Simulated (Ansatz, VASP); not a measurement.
Two plane-wave programs on KF

```xyz
2
Lattice="0.0000 2.5817 2.1945 2.6269 0.0000 2.1945 2.6269 2.5817 0.0000" Properties=species:S:1:pos:R:3 pbc="T T T"
K     0.0000    0.0000    0.0000
F     2.6269    2.5817    2.1945
```

Change from the starting cell: normal strain along x +0.0175, normal strain along z -0.1500.

Alike in both runs: task single point; functional LDA; k mesh 8 × 8 × 8; occupations gaussian, width 0.05 eV; no spin polarisation.

|  | VASP | Ansatz |
| --- | --- | --- |
| version | VASP 6.6.1 | Ansatz 0.2.0 |
| potentials or method | VASP PAW LDA potentials, release 64 (K_sv, F), cutoff 520 eV | scalar-relativistic, plane waves, PAW |
| valence electrons in the cell | 16 | 16 |

```tsv
	VASP	Ansatz	Ansatz less VASP
gap on the k mesh at the Fermi level (eV)	5.95	5.98	+0.030
least direct gap on the mesh (eV)	6.11	6.14	+0.035
pressure (GPa)	16.4	15.5	-0.88
traceless stress, the component that is largest in VASP (GPa)	27.13	25.87	-1.263
```

LDA's correlation is that of Perdew and Zunger in VASP and of Perdew and Wang (1992) in Ansatz.
